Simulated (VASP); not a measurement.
# RbZnCl3 (Cmmm) in VASP: single point with HSE06

Aim: the single point of RbZnCl3 with HSE06.

Everything below comes from runs of VASP 6.6.1. Logs are shortened: lines on timing, memory, paths and dates and some standing lists are left out, and cuts for length are marked.

### 1 The cell of the first run

The structure is orthorhombic, space group Cmmm (No. 65). Conventional cell: a = 6.809 Å, b = 7.158 Å, c = 4.938 Å, α = 90.00°, β = 90.00°, γ = 90.00°. Rb (site symmetry mmm) has 12 Cl at 3.40 to 3.58 Å and 8 Zn at 4.21 to 4.35 Å within 4.5 Å. Zn (site symmetry mmm) has 6 Cl at 2.47 Å within 3.3 Å. Cl (site symmetry mmm) has 2 Zn at 2.47 Å and 4 Rb at 3.40 to 3.58 Å and 8 Cl at 3.49 Å within 3.6 Å. Cl (site symmetry 2/m) has 2 Zn at 2.47 Å and 8 Cl at 3.40 to 3.58 Å and 4 Rb at 3.49 Å within 3.6 Å.

### 2 Single point, HSE06 (shear xy strain -5.0%)

Input file POSCAR:

```
RbZnCl3
1.0
    4.9380677922     -0.1234516948      0.0000000000
   -0.1234516948      4.9380677922      0.0000000000
    0.0000000000      0.0000000000      4.9380677922
Rb Zn Cl
1 1 3
Direct
    0.0000000000      0.0000000000      0.0000000000
    0.5000000000      0.5000000000      0.5000000000
    0.5000000000      0.5000000000      0.0000000000
    0.5000000000      0.0000000000      0.5000000000
    0.0000000000      0.5000000000      0.5000000000
```

Input file INCAR.step1:

```
ALGO = Normal ; EDIFF = 1E-5
ENCUT = 520 ; GGA = PE
ISIF = 2 ; ISMEAR = 0
KPAR = 4 ; LASPH = T
LREAL = F ; LWAVE = T
NBANDS = 29 ; NELM = 80
PREC = Accurate ; SIGMA = 0.01
```

Input file INCAR.step2:

```
ALGO = Normal ; EDIFF = 1E-6
ENCUT = 520 ; GGA = PE
HFSCREEN = 0.2079 ; ISIF = 2
ISMEAR = 0 ; ISTART = 1
KPAR = 4 ; LASPH = T
LCHARG = T ; LHFCALC = T
LREAL = F ; LVHAR = T
LWAVE = F ; NBANDS = 29
NELM = 80 ; PREC = Accurate
PRECFOCK = Fast ; SIGMA = 0.01
```

Input file KPOINTS:

```
k-points
0
Gamma
  4 4 4
```

Potentials or basis: VASP PAW PBE potentials, release 64 (Rb_sv, Zn, Cl).

Command:

```console
cat potpaw_PBE.64/Rb_sv/POTCAR potpaw_PBE.64/Zn/POTCAR potpaw_PBE.64/Cl/POTCAR > POTCAR
cp INCAR.step1 INCAR
mpirun -np 4 vasp_std > vasp.out
cp INCAR.step2 INCAR
mpirun -np 4 vasp_std > vasp.out
```

OUTCAR:

```text
EDIFF = 1E-6
   ENCUT = 520
   GGA = PE
   HFSCREEN = 0.2079
   ISIF = 2
   ISMEAR = 0
   ISTART = 1
   LASPH = T
   LHFCALC = T
   LREAL = F
   NELM = 80
   PREC = Accurate
   PRECFOCK = Fast

 ion  position               nearest neighbor table
   1  0.000  0.000  0.000-   3 3.40   3 3.40   5 3.49   4 3.49   5 3.49   5 3.49   5 3.49   4 3.49
                             4 3.49   4 3.49   3 3.58   3 3.58   2 4.21   2 4.21   2 4.21   2 4.21
   2  0.500  0.500  0.500-   3 2.47   3 2.47   5 2.47   4 2.47   4 2.47   5 2.47   1 4.21   1 4.21
                             1 4.21   1 4.21   1 4.35   1 4.35   1 4.35   1 4.35
   3  0.500  0.500  0.000-   2 2.47   2 2.47   1 3.40   1 3.40   1 3.58   1 3.58
   4  0.500  0.000  0.500-   2 2.47   2 2.47   1 3.49   1 3.49   1 3.49   1 3.49
   5  0.000  0.500  0.500-   2 2.47   2 2.47   1 3.49   1 3.49   1 3.49   1 3.49

  LATTYP: Found a base centered orthorhombic cell.
 ALAT       =     6.8088953826
 B/A-ratio  =     1.0512820513
 C/A-ratio  =     0.7252377243

  Lattice vectors:

 A1 = (   4.9380677922,  -0.1234516948,   0.0000000000)
 A2 = (  -0.1234516948,   4.9380677922,   0.0000000000)
 A3 = (   0.0000000000,   0.0000000000,   4.9380677922)

Analysis of symmetry for initial positions (statically):
=====================================================================
 Subroutine PRICEL returns:
 Original cell was already a primitive cell.

 Routine SETGRP: Setting up the symmetry group for a
 base centered orthorhombic supercell.

 Subroutine GETGRP returns: Found  8 space group operations
 (whereof  8 operations were pure point group operations)
 out of a pool of  8 trial point group operations.

The static configuration has the point symmetry D_2h.

Analysis of symmetry for dynamics (positions and initial velocities):
=====================================================================
 Subroutine PRICEL returns:
 Original cell was already a primitive cell.

 Routine SETGRP: Setting up the symmetry group for a
 base centered orthorhombic supercell.

 Subroutine GETGRP returns: Found  8 space group operations
 (whereof  8 operations were pure point group operations)
 out of a pool of  8 trial point group operations.

The dynamic configuration has the point symmetry D_2h.

 Subroutine INISYM returns: Found  8 space group operations
 (whereof  8 operations are pure point group operations),
 and found     1 'primitive' translations

----------------------------------------------------------------------------------------

                                     Primitive cell

  volume of cell :     120.3371

  direct lattice vectors                    reciprocal lattice vectors
     4.938067792 -0.123451695  0.000000000     0.202635005  0.005065875  0.000000000
    -0.123451695  4.938067792  0.000000000     0.005065875  0.202635005  0.000000000
     0.000000000  0.000000000  4.938067792     0.000000000  0.000000000  0.202508358

  length of vectors
     4.939610697  4.939610697  4.938067792     0.202698318  0.202698318  0.202508358

  position of ions in fractional coordinates (direct lattice)
     0.000000000  0.000000000  0.000000000
     0.500000000  0.500000000  0.500000000
     0.500000000  0.500000000  0.000000000
     0.500000000  0.000000000  0.500000000
     0.000000000  0.500000000  0.500000000

  ion indices of the primitive-cell ions
   primitive index   ion index
                 1           1
                 2           2
                 3           3
                 4           4
                 5           5

----------------------------------------------------------------------------------------

 KPOINTS: k-points

Automatic generation of k-mesh.
 Grid dimensions read from file:
 generate k-points for:    4    4    4

 Generating k-lattice:

  Cartesian coordinates                     Fractional coordinates (reciprocal lattice)
     0.050658751  0.001266469  0.000000000     0.250000000  0.000000000  0.000000000
     0.001266469  0.050658751  0.000000000     0.000000000  0.250000000  0.000000000
     0.000000000  0.000000000  0.050627089     0.000000000  0.000000000  0.250000000

  Length of vectors
     0.050674580  0.050674580  0.050627089

  Shift w.r.t. Gamma in fractional coordinates (k-lattice)
     0.000000000  0.000000000  0.000000000

 Subroutine IBZKPT returns following result:
 ===========================================

 Found     21 irreducible k-points:

 Following reciprocal coordinates:
            Coordinates               Weight
  0.000000  0.000000  0.000000      1.000000
  0.250000 -0.000000  0.000000      4.000000
  0.500000 -0.000000  0.000000      2.000000
  0.250000  0.250000  0.000000      2.000000
  0.500000  0.250000  0.000000      4.000000
 -0.250000  0.250000  0.000000      2.000000
[... 13 lines left out ...]
 -0.250000  0.250000  0.500000      2.000000
  0.500000  0.500000  0.500000      1.000000
   k-points           NKPTS =     21   k-points in BZ     NKDIM =     64   number of bands    NBANDS=     29
   number of dos      NEDOS =    301   number of ions     NIONS =      5
   total plane-waves  NPLWV =  64000
   dimension x,y,z NGX =    40 NGY =   40 NGZ =   40
   dimension x,y,z NGXF=    80 NGYF=   80 NGZF=   80
   ions per type =               1   1   3
   NGX,Y,Z   is equivalent  to a cutoff of  13.46, 13.46, 13.47 a.u.
   NGXF,Y,Z  is equivalent  to a cutoff of  26.92, 26.92, 26.93 a.u.
 SYSTEM =  unknown system
   PREC   = accura    normal or accurate (medium, high low for compatibility)
   ISTART =      1    job   : 0-new  1-cont  2-samecut
   ICHARG =      0    charge: 1-file 2-atom 10-const
   ISPIN  =      1    spin polarized calculation?
   LNONCOLLINEAR =      F non collinear calculations
   LSORBIT =      F    spin-orbit coupling
   LASPH  =      T    aspherical Exc in radial PAW
   ENCUT  =  520.0 eV  38.22 Ry    6.18 a.u.   9.18  9.18  9.18*2*pi/ulx,y,z
   NELM   =     80;   NELMIN=  2; NELMDL=  0     # of ELM steps
   EDIFF  = 0.1E-05   stopping-criterion for ELM
   LREAL  =      F    real-space projection
   EDIFFG = 0.1E-04   stopping-criterion for IOM
   NSW    =      0    number of steps for IOM
   IBRION =     -1    ionic relax: 0-MD 1-quasi-New 2-CG
   NFREE  =      0    steps in history (QN), initial steepest desc. (CG)
   ISIF   =      2    stress and relaxation
   ISYM   =      3    0-nonsym 1-usesym 2-fastsym
   POTIM  = 0.5000    time-step for ionic-motion
   TEBEG  =    0.0;   TEEND  =   0.0 temperature during run
   PSTRESS=    0.0 pullay stress
   NELECT =      42.0000    total number of electrons
   NUPDOWN=      -1.0000    fix difference up-down
   EMIN   =  10.00;   EMAX   =-10.00  energy-range for DOS
   EFERMI =   0.00;   METHOD = LEGACY
   ISMEAR =     0;   SIGMA  =   0.01  broadening in eV -4-tet -1-fermi 0-gaus
   EFERMI_NEDOS =   21; number of points for ismear=-14 and -15
   IALGO  =     38    algorithm
   IMIX   =      1    mixing-type and parameters
     AMIX     =   0.40;   BMIX     =  1.00
     AMIX_MAG =   1.60;   BMIX_MAG =  1.00
  volume/ion in A,a.u.               =      24.07       162.41
  Fermi-wavevector in a.u.,A,eV,Ry     =   1.152634  2.178162 18.076223  1.328565
  Thomas-Fermi vector in A             =   2.289284
   LORBIT       =      0    0 simple, 1 ext, 2 COOP (PROOUT), +10 PAW based schemes
   GGA     = PE    functional components
   LHFCALC =     T    Hartree Fock is set to
   PRECFOCK=fast      Normal, Fast or Accurate (Low or Medium for compatibility)
   ENCUT4O =  -1.0   cutoff for four orbital integrals eV
   NKREDX  =     1    reduce k-point grid by
   NKREDY  =     1    reduce k-point grid by
   NKREDZ  =     1    reduce k-point grid by
   AEXX    =    0.2500 exact exchange contribution
   HFSCREEN=    0.2079 screening length (either q_TF or 0.3 A-1)
   HFSCREENC=   0.2079 screening length for correlation (either q_TF or 0.3 A-1)
   ENCUTFOCK=  -1.0 apply spherical cutoff to Coloumb kernel
   IVDW    =     0    specifies the selected vdW correction
   LEPSILON=     F    determine dielectric tensor
   LRPA    =     F    only Hartree local field effects (RPA)
 non-spin polarized calculation
 Gauss-broadening in eV      SIGMA  =   0.01
  energy-cutoff  :      520.00
  volume of cell :      120.34
 maximum number of plane-waves:      3270
 NGX is ok and might be reduce to    40
  NGX = 20; NGY = 20; NGZ = 20

 number of electron      42.0000001 magnetization

 Free energy of the ion-electron system (eV)
  ---------------------------------------------------
  ext. energy  EPLUGINS =         0.00000000
  ---------------------------------------------------
  free energy    TOTEN  =       -17.87347739 eV

  energy without entropy =      -17.87347739  energy(sigma->0) =      -17.87347739

 E-fermi :  -0.5809     XC(G=0):  -7.3735

 val. band max:       -0.7237260752   @ k =   0.5000   0.5000   0.5000
 cond. band min:       2.1550517995   @ k =   0.0000   0.0000   0.0000
 fundamental gap:      2.8787778747
 Fermi energy:        -0.5808902944

 k-point     1 :       0.0000    0.0000    0.0000
  band No.  band energies     occupation
      1     -26.5350      2.00000
      2     -15.9754      2.00000
      3     -14.9660      2.00000
      4     -14.9493      2.00000
      5      -9.5371      2.00000
      6      -9.5186      2.00000
[... 21 lines left out ...]
     28       8.5489      0.00000
     29      12.0155      0.00000

 k-point     2 :       0.2500   -0.0000    0.0000
  band No.  band energies     occupation
      1     -26.5333      2.00000
      2     -15.8636      2.00000
      3     -15.0654      2.00000
      4     -14.9565      2.00000
      5      -9.5049      2.00000
      6      -9.5032      2.00000
[... 21 lines left out ...]
     28       9.2996      0.00000
     29      11.3421      0.00000

 k-point     3 :       0.5000   -0.0000    0.0000
  band No.  band energies     occupation
      1     -26.5316      2.00000
      2     -15.7054      2.00000
      3     -15.2223      2.00000
      4     -14.9518      2.00000
      5      -9.4876      2.00000
      6      -9.4860      2.00000
[... 542 lines left out ...]
      5      -9.5644      2.00000
      6      -9.5158      2.00000
[... 21 lines left out ...]
     28      10.0102      0.00000
     29      10.5335      0.00000

 k-point    21 :       0.5000    0.5000    0.5000
  band No.  band energies     occupation
      1     -26.5262      2.00000
      2     -15.2599      2.00000
      3     -15.2119      2.00000
      4     -15.1385      2.00000
      5      -9.6221      2.00000
      6      -9.6101      2.00000
[... 21 lines left out ...]
     28       9.9612      0.00000
     29      10.2093      0.00000

------------------------ aborting loop because EDIFF is reached ----------------------------------------

  FORCE on cell =-STRESS in cart. coord.  units (eV):
  Direction    XX          YY          ZZ          XY          YZ          ZX
  --------------------------------------------------------------------------------------
  -------------------------------------------------------------------------------------
  Total        0.7179224      0.7179224      0.6462601      0.8661187      0.0000000      0.0000000
  in kB        9.5584716      9.5584716      8.6043544     11.5315687      0.0000000      0.0000000
  external PRESSURE =       9.2404325 kB  Pullay stress =       0.0000000 kB

 VOLUME and BASIS-vectors are now :
 -----------------------------------------------------------------------------
  energy-cutoff  :      520.00
  volume of cell :      120.34
      direct lattice vectors                 reciprocal lattice vectors
     4.938067792 -0.123451695  0.000000000     0.202635005  0.005065875  0.000000000
    -0.123451695  4.938067792  0.000000000     0.005065875  0.202635005  0.000000000
     0.000000000  0.000000000  4.938067792     0.000000000  0.000000000  0.202508358

 POSITION                                       TOTAL-FORCE (eV/Angst)
 -----------------------------------------------------------------------------------
      0.00000      0.00000      0.00000         0.000000     -0.000000      0.000000
      2.40731      2.40731      2.46903         0.000000     -0.000000      0.000000
      2.40731      2.40731      0.00000         0.000000     -0.000000      0.000000
      2.46903     -0.06173      2.46903        -0.000000     -0.000000      0.000000
     -0.06173      2.46903      2.46903        -0.000000      0.000000      0.000000
 -----------------------------------------------------------------------------------
    total drift:                               -0.000001      0.000002      0.000000

  FREE ENERGIE OF THE ION-ELECTRON SYSTEM (eV)
  ---------------------------------------------------
  free  energy   TOTEN  =       -17.8734773916 eV

  energy  without entropy=      -17.8734773916  energy(sigma->0) =      -17.87347739
```

It took 17 min on 4 MPI ranks of Intel Xeon Platinum 8375C at 2.90GHz (Ice Lake), shared host; peak memory 0.4 GiB.

Results:

- Free energy: -17.8735 eV
- Pressure: 0.9 GPa
- Band gap on the k mesh: 2.88 eV (least direct gap 3.25 eV)

Levels at points of the mesh, in eV from the valence-band top:
```tsv
k point	band 19	band 20	band 21	band 22	band 23	band 24
(0.00, 0.00, 0.00)	-0.62	-0.53	-0.38	2.88	7.16	8.10
(0.50, 0.00, 0.00)	-1.18	-0.79	-0.79	5.85	9.03	9.56
(0.50, 0.50, 0.00)	-1.27	-0.28	-0.02	7.98	8.75	9.03
(0.00, 0.00, 0.50)	-1.18	-1.00	-0.56	5.86	9.03	9.53
(0.50, 0.00, 0.50)	-1.32	-0.19	-0.15	7.99	8.87	8.89
(0.50, 0.50, 0.50)	-0.14	-0.11	0.00	7.45	7.65	7.84
```

Caveat: the cell differs from its parent crystal (shear xy strain -5.0%); the PAW data sets were made with another functional, which shifts forces and pressure a little. A k mesh can miss the band edges.
